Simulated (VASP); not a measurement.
# ScBe4Al2B3 (P-6m2) in VASP: relaxation of cell and atoms with PBE

Aim: the relaxation of cell and atoms of ScBe4Al2B3 with PBE.

All numbers are computed with VASP 6.6.1; they aren't measurements. Logs are shortened: lines on timing, memory, paths and dates and some standing lists are left out, and cuts for length are marked.

## 1. The cell of the first run

Symmetry: P-6m2, No. 187, hexagonal system. Conventional cell: a = 4.115 Å, b = 4.115 Å, c = 8.723 Å, α = 90.00°, β = 90.00°, γ = 120.00°. Sc (site symmetry -6m2) has 9 Be at 2.38 to 3.10 Å and 3 Al at 2.38 Å and 6 B at 3.32 Å within 3.4 Å. Within 2.6 Å of Be (site symmetry 3m) lie 1 Be at 1.99 Å and 1 Al at 2.37 Å and 3 B at 2.40 Å. Within 2.6 Å of Be (site symmetry -6m2) lie 2 Be at 1.99 Å and 3 Sc at 2.38 Å and 3 Al at 2.38 Å. Within 2.7 Å of Be (site symmetry -6m2) lie 5 B at 2.04 to 2.38 Å and 3 Al at 2.38 Å. Al (site symmetry -6m2) has 2 B at 2.32 Å and 3 Sc at 2.38 Å and 9 Be at 2.38 to 3.10 Å within 3.2 Å. Within 3.2 Å of Al (site symmetry -6m2) lie 5 Be at 2.37 to 2.38 Å and 9 B at 2.38 to 3.13 Å. B (site symmetry 3m) has 4 Be at 2.04 to 2.40 Å and 1 Al at 2.32 Å within 2.7 Å. Within 3.2 Å of B (site symmetry -6m2) lie 3 Al at 2.38 Å and 3 Be at 2.38 Å and 6 B at 3.13 Å.

The cell was built from a structure type or drawn by symmetry, and may not be a known phase.

## 2. Relaxation of cell and atoms, PBE

Contents of INCAR:

```
PREC = Accurate
ENCUT = 600
EDIFF = 1E-7
ISMEAR = 0
SIGMA = 0.1
LREAL = F
LASPH = T
NELM = 80
ALGO = Fast
ISIF = 3
LWAVE = F
LCHARG = F
GGA = PE
IBRION = 2
NSW = 100
EDIFFG = -0.01
```

Contents of KPOINTS:

```
regular mesh
0
Gamma
  12 12 6
```

Contents of POSCAR:

```
ScBe4Al2B3
1.0
    4.1146270615      0.0000000000      0.0000000000
   -2.0573135307      3.5633715623      0.0000000000
    0.0000000000      0.0000000000      8.7227004018
Sc Be Al B
1 4 2 3
Direct
    0.6666666667      0.3333333333      0.0000000000
    0.3333333333      0.6666666667      0.7714686257
    0.3333333333      0.6666666667      0.2285313743
    0.3333333333      0.6666666667      0.0000000000
    0.0000000000      0.0000000000      0.5000000000
    0.0000000000      0.0000000000      0.0000000000
    0.3333333333      0.6666666667      0.5000000000
    0.0000000000      0.0000000000      0.2657365162
    0.0000000000      0.0000000000      0.7342634838
    0.6666666667      0.3333333333      0.5000000000
```

Potentials or basis: VASP PAW PBE potentials, release 64 (Sc_sv, Be, Al, B).

Run with:

```bash
cat potpaw_PBE.64/Sc_sv/POTCAR potpaw_PBE.64/Be/POTCAR potpaw_PBE.64/Al/POTCAR potpaw_PBE.64/B/POTCAR > POTCAR
mpirun -np 1 vasp_std > vasp.out
```

OUTCAR:

```text
PREC = Accurate
   ENCUT = 600
   EDIFF = 1E-7
   ISMEAR = 0
   LREAL = F
   LASPH = T
   NELM = 80
   ISIF = 3
   GGA = PE
   IBRION = 2
   NSW = 100
   EDIFFG = -0.01

 ion  position               nearest neighbor table
   1  0.667  0.333  0.000-   4 2.38   6 2.38   4 2.38   6 2.38   6 2.38   4 2.38
   2  0.333  0.667  0.771-   4 1.99   7 2.37
   3  0.333  0.667  0.229-   4 1.99   7 2.37
   4  0.333  0.667  0.000-   2 1.99   3 1.99   1 2.38   6 2.38   1 2.38   6 2.38   6 2.38   1 2.38

   5  0.000  0.000  0.500-   8 2.04   9 2.04   7 2.38   7 2.38   7 2.38
   6  0.000  0.000  0.000-   8 2.32   9 2.32   1 2.38   4 2.38   4 2.38   1 2.38   1 2.38   4 2.38

   7  0.333  0.667  0.500-   2 2.37   3 2.37  10 2.38   5 2.38  10 2.38   5 2.38   5 2.38  10 2.38

   8  0.000  0.000  0.266-   5 2.04   6 2.32
   9  0.000  0.000  0.734-   5 2.04   6 2.32
  10  0.667  0.333  0.500-   7 2.38   7 2.38   7 2.38

  LATTYP: Found a hexagonal cell.
 ALAT       =     4.1146270615
 C/A-ratio  =     2.1199249097

  Lattice vectors:

 A1 = (   4.1146270615,   0.0000000000,   0.0000000000)
 A2 = (  -2.0573135307,   3.5633715623,   0.0000000000)
 A3 = (   0.0000000000,   0.0000000000,   8.7227004018)

Analysis of symmetry for initial positions (statically):
=====================================================================
 Subroutine PRICEL returns:
 Original cell was already a primitive cell.

 Routine SETGRP: Setting up the symmetry group for a
 hexagonal supercell.

 Subroutine GETGRP returns: Found 12 space group operations
 (whereof 12 operations were pure point group operations)
 out of a pool of 24 trial point group operations.

The static configuration has the point symmetry D_3h.

Analysis of symmetry for dynamics (positions and initial velocities):
=====================================================================
 Subroutine PRICEL returns:
 Original cell was already a primitive cell.

 Routine SETGRP: Setting up the symmetry group for a
 hexagonal supercell.

 Subroutine GETGRP returns: Found 12 space group operations
 (whereof 12 operations were pure point group operations)
 out of a pool of 24 trial point group operations.

The dynamic configuration has the point symmetry D_3h.

 Subroutine INISYM returns: Found 12 space group operations
 (whereof 12 operations are pure point group operations),
 and found     1 'primitive' translations

----------------------------------------------------------------------------------------

                                     Primitive cell

  volume of cell :     127.8918

  direct lattice vectors                    reciprocal lattice vectors
     4.114627062  0.000000000  0.000000000     0.243035392  0.140316549  0.000000000
    -2.057313531  3.563371562  0.000000000     0.000000000  0.280633098  0.000000000
     0.000000000  0.000000000  8.722700402     0.000000000  0.000000000  0.114643396

  length of vectors
     4.114627062  4.114627061  8.722700402     0.280633098  0.280633098  0.114643396

  position of ions in fractional coordinates (direct lattice)
     0.666666667  0.333333333  0.000000000
     0.333333333  0.666666667  0.771468626
     0.333333333  0.666666667  0.228531374
     0.333333333  0.666666667  0.000000000
     0.000000000  0.000000000  0.500000000
     0.000000000  0.000000000  0.000000000
     0.333333333  0.666666667  0.500000000
     0.000000000  0.000000000  0.265736516
     0.000000000  0.000000000  0.734263484
     0.666666667  0.333333333  0.500000000

  ion indices of the primitive-cell ions
   primitive index   ion index
                 1           1
                 2           2
                 3           3
                 4           4
                 5           5
                 6           6
                 7           7
                 8           8
                 9           9
                10          10

----------------------------------------------------------------------------------------

 KPOINTS: regular mesh

Automatic generation of k-mesh.
 Grid dimensions read from file:
 generate k-points for:   12   12    6

 Generating k-lattice:

  Cartesian coordinates                     Fractional coordinates (reciprocal lattice)
     0.020252949  0.011693046  0.000000000     0.083333333  0.000000000  0.000000000
     0.000000000  0.023386091  0.000000000     0.000000000  0.083333333  0.000000000
     0.000000000  0.000000000  0.019107233     0.000000000  0.000000000  0.166666667

  Length of vectors
     0.023386091  0.023386091  0.019107233

  Shift w.r.t. Gamma in fractional coordinates (k-lattice)
     0.000000000  0.000000000  0.000000000

 Subroutine IBZKPT returns following result:
 ===========================================

 Found     76 irreducible k-points:

 Following reciprocal coordinates:
            Coordinates               Weight
  0.000000  0.000000  0.000000      1.000000
  0.083333  0.000000  0.000000      6.000000
  0.166667  0.000000  0.000000      6.000000
  0.250000  0.000000  0.000000      6.000000
  0.333333  0.000000  0.000000      6.000000
  0.416667  0.000000  0.000000      6.000000
[... 16 lines left out ...]
  0.250000  0.000000  0.166667     12.000000
  0.333333  0.000000  0.166667     12.000000
 [... further k-points ...]
   k-points           NKPTS =     76   k-points in BZ     NKDIM =     76   number of bands    NBANDS=     23
   number of dos      NEDOS =    301   number of ions     NIONS =     10
   total plane-waves  NPLWV =  90720
   dimension x,y,z NGX =    36 NGY =   36 NGZ =   70
   dimension x,y,z NGXF=    72 NGYF=   72 NGZF=  140
   ions per type =               1   4   2   3
   NGX,Y,Z   is equivalent  to a cutoff of  14.55, 14.55, 13.34 a.u.
   NGXF,Y,Z  is equivalent  to a cutoff of  29.09, 29.09, 26.68 a.u.
 SYSTEM =  unknown system
   PREC   = accura    normal or accurate (medium, high low for compatibility)
   ISTART =      0    job   : 0-new  1-cont  2-samecut
   ICHARG =      2    charge: 1-file 2-atom 10-const
   ISPIN  =      1    spin polarized calculation?
   LNONCOLLINEAR =      F non collinear calculations
   LSORBIT =      F    spin-orbit coupling
   LASPH  =      T    aspherical Exc in radial PAW
   ENCUT  =  600.0 eV  44.10 Ry    6.64 a.u.   8.22  8.22 17.42*2*pi/ulx,y,z
   NELM   =     80;   NELMIN=  2; NELMDL= -5     # of ELM steps
   EDIFF  = 0.1E-06   stopping-criterion for ELM
   LREAL  =      F    real-space projection
   EDIFFG = -.1E-01   stopping-criterion for IOM
   NSW    =    100    number of steps for IOM
   IBRION =      2    ionic relax: 0-MD 1-quasi-New 2-CG
   NFREE  =      1    steps in history (QN), initial steepest desc. (CG)
   ISIF   =      3    stress and relaxation
   ISYM   =      2    0-nonsym 1-usesym 2-fastsym
   POTIM  = 0.5000    time-step for ionic-motion
   TEBEG  =    0.0;   TEEND  =   0.0 temperature during run
   PSTRESS=    0.0 pullay stress
   NELECT =      34.0000    total number of electrons
   NUPDOWN=      -1.0000    fix difference up-down
   EMIN   =  10.00;   EMAX   =-10.00  energy-range for DOS
   EFERMI =   0.00;   METHOD = LEGACY
   ISMEAR =     0;   SIGMA  =   0.10  broadening in eV -4-tet -1-fermi 0-gaus
   EFERMI_NEDOS =   21; number of points for ismear=-14 and -15
   IALGO  =     68    algorithm
   IMIX   =      4    mixing-type and parameters
     AMIX     =   0.40;   BMIX     =  1.00
     AMIX_MAG =   1.60;   BMIX_MAG =  1.00
  volume/ion in A,a.u.               =      12.79        86.31
  Fermi-wavevector in a.u.,A,eV,Ry     =   1.052657  1.989234 15.076441  1.108087
  Thomas-Fermi vector in A             =   2.187748
   LORBIT       =      0    0 simple, 1 ext, 2 COOP (PROOUT), +10 PAW based schemes
   GGA     = PE    functional components
   LHFCALC =     F    Hartree Fock is set to
   AEXX    =    0.0000 exact exchange contribution
   IVDW    =     0    specifies the selected vdW correction
   LEPSILON=     F    determine dielectric tensor
   LRPA    =     F    only Hartree local field effects (RPA)
 conjugate gradient relaxation of ions
 non-spin polarized calculation
 RMM-DIIS sequential band-by-band and
 Gauss-broadening in eV      SIGMA  =   0.10
  energy-cutoff  :      600.00
  volume of cell :      127.89
 maximum number of plane-waves:      4320
 NGX is ok and might be reduce to    36
   NGX = 17   NGY = 17   NGZ = 35

--------------------------------------- Ionic step        1  -------------------------------------------

 number of electron      34.0000000 magnetization

 Free energy of the ion-electron system (eV)
  ---------------------------------------------------
  ext. energy  EPLUGINS =         0.00000000
  ---------------------------------------------------
  free energy    TOTEN  =       -37.55136665 eV

  energy without entropy =      -37.52976198  energy(sigma->0) =      -37.54056432

------------------------ aborting loop because EDIFF is reached ----------------------------------------

  FORCE on cell =-STRESS in cart. coord.  units (eV):
  Direction    XX          YY          ZZ          XY          YZ          ZX
  --------------------------------------------------------------------------------------
  -------------------------------------------------------------------------------------
  Total        0.5473259      0.5473259     -0.6195789      0.0000000     -0.0000000      0.0000000
  in kB        6.8566830      6.8566830     -7.7618391      0.0000000     -0.0000000      0.0000000
  external PRESSURE =       1.9838423 kB  Pullay stress =       0.0000000 kB
[... 205 lines left out ...]
  energy  without entropy=      -37.5351855068  energy(sigma->0) =      -37.54629047

--------------------------------------- Ionic step        6  -------------------------------------------

 number of electron      33.9999998 magnetization

 Free energy of the ion-electron system (eV)
  ---------------------------------------------------
  ext. energy  EPLUGINS =         0.00000000
  ---------------------------------------------------
  free energy    TOTEN  =       -37.55751998 eV

  energy without entropy =      -37.53538402  energy(sigma->0) =      -37.54645200

 E-fermi :   4.9715     XC(G=0): -10.0070

 val. band max:        4.9687502815   @ k =   0.1667   0.0000   0.5000
 cond. band min:       4.9767477859   @ k =   0.2500   0.1667   0.5000
 fundamental gap:      0.0079975043
 Fermi energy:         4.9715143181

 k-point     1 :       0.0000    0.0000    0.0000
  band No.  band energies     occupation
      1     -44.2814      2.00000
      2     -23.1329      2.00000
      3     -23.1329      2.00000
      4     -22.9136      2.00000
      5      -5.4774      2.00000
      6      -3.9403      2.00000
[... 613 lines left out ...]
     22       7.0900      0.00000
     23       7.1559      0.00000

 [... further k-points ...]
[... 5 lines left out ...]
  --------------------------------------------------------------------------------------
  -------------------------------------------------------------------------------------
  Total        0.0001399      0.0001399      0.0162906      0.0000000      0.0000000      0.0000000
  in kB        0.0017479      0.0017479      0.2034792      0.0000000      0.0000000      0.0000000
  external PRESSURE =       0.0689917 kB  Pullay stress =       0.0000000 kB
[... 25 lines left out ...]
  FREE ENERGIE OF THE ION-ELECTRON SYSTEM (eV)
  ---------------------------------------------------
  free  energy   TOTEN  =       -37.5575199798 eV

  energy  without entropy=      -37.5353840151  energy(sigma->0) =      -37.54645200

 reached required accuracy - stopping structural energy minimisation
```

Wall time 11 min (1 thread of Intel Xeon 6975P-C (Granite Rapids), shared host); peak memory 0.53 GiB.

Results:

```yaml
Free_energy: -37.5575 eV
Relaxed_volume: 12.83 Å³/atom
Relaxed_cell: a = 4.133 Å, b = 4.133 Å, c = 8.669 Å, α = 90.00°, β = 90.00°, γ = 120.00°
Space_group_after_relaxing_to_0.1_Å: P-6m2 (No. 187)
Energy_gained_by_relaxing: 0.6 meV/atom
Ionic_steps: 6
Pressure_after_relaxing: 0.0 GPa
Largest_force_after_relaxing: 0.009 eV/Å
Band_gap_on_the_k_mesh: zero (bands 17 and 18 overlap by 1.29 eV)
```

Forces on the atoms (eV/Å):
```
Sc   0.000  0.000  0.000
Be   0.000  0.000  0.007
Be   0.000  0.000 -0.007
Be   0.000  0.000  0.000
Be   0.000  0.000  0.000
Al   0.000  0.000  0.000
Al   0.000  0.000  0.000
B    0.000  0.000  0.009
B    0.000  0.000 -0.009
B    0.000  0.000  0.000
```

Step by step:
```tsv
step	energy change (eV)	largest force (eV/Å)	pressure (GPa)	volume (Å³)
1	0.0000	0.0786	0.20	127.89
2	-0.0041	0.0696	0.03	128.18
3	-0.0054	0.0585	-0.12	128.46
4	-0.0059	0.0378	-0.01	128.28
5	-0.0060	0.0205	0.09	128.13
6	-0.0062	0.0088	0.01	128.27
```

Final structure:
```xyz
10
Lattice="4.1334 0.0000 0.0000 -2.0667 3.5796 0.0000 0.0000 0.0000 8.6692" Properties=species:S:1:pos:R:3 pbc="T T T"
Sc    2.0667    1.1932    0.0000
Be    0.0000    2.3864    6.6802
Be    0.0000    2.3864    1.9890
Be    0.0000    2.3864    0.0000
Be    4.1334    0.0000    4.3346
Al    0.0000    0.0000    0.0000
Al    0.0000    2.3864    4.3346
B     0.0000    0.0000    2.3202
B     4.1334    0.0000    6.3490
B     2.0667    1.1932    4.3346
```

Levels at points of the mesh, in eV from the Fermi level:
```tsv
k point	band 14	band 15	band 16	band 17	band 18	band 19	band 20	band 21
(0.00, 0.00, 0.00)	-0.36	-0.36	-0.10	0.06	0.06	0.55	0.56	1.23
(0.50, 0.00, 0.00)	-1.72	-1.52	-1.15	-1.06	-0.64	0.09	0.65	0.96
(0.00, 0.00, 0.50)	-1.12	-0.70	-0.70	0.64	0.70	0.91	0.91	1.24
(0.50, 0.00, 0.50)	-2.30	-1.63	-0.63	-0.49	0.39	0.44	0.59	1.03
```
